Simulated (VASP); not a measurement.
ZnO (zincite):

```
Zn O
1.0
     3.27083    0.00000    0.00000
    -1.63541    2.83262    0.00000
     0.00000    0.00000    5.24018
Zn O
2 2
Cartesian
  1.6354 0.9442 0.0000
  0.0000 1.8884 2.6201
  0.0000 1.8884 4.6062
  1.6354 0.9442 1.9861
```

This cell differs from its parent crystal: volume scaled by 1.02.

Base run:

| Item | Value |
| --- | --- |
| Program | VASP 6.6.1 |
| Functional | PBEsol |
| Potentials or basis | VASP PAW PBE potentials, release 64 (Zn, O) |
| Cutoff | 520 eV |
| k mesh | 9 × 9 × 5 |
| Occupations | fermi-dirac, width 0.05 eV |
| Spin | no spin polarisation |

Its results: band gap on the k mesh 0.66 eV, direct; pressure -3.2 GPa; largest force 0.059 eV/Å.

Question: After a change of settings the same cell gave: band gap on the k mesh 0.66 eV, direct; pressure -5.7 GPa; largest force 0.059 eV/Å. Which change was it?
A. functional from PBEsol to revPBE; dispersion from none to D4
B. functional from PBEsol to revPBE
C. dispersion from none to D3(BJ)
D. functional from PBEsol to PBE; further incar settings from ALGO = Normal; EDIFF = 1e-07; NBANDS = 26 to ALGO = Normal; EDIFF = 1e-06; NBANDS = 26

Answer: C.

Dispersion adds attraction, which lowers the pressure at fixed volume and, as a term added to the energy, leaves the levels alone.

Caveats: the PAW data sets were made with another functional, which shifts forces and pressure a little.
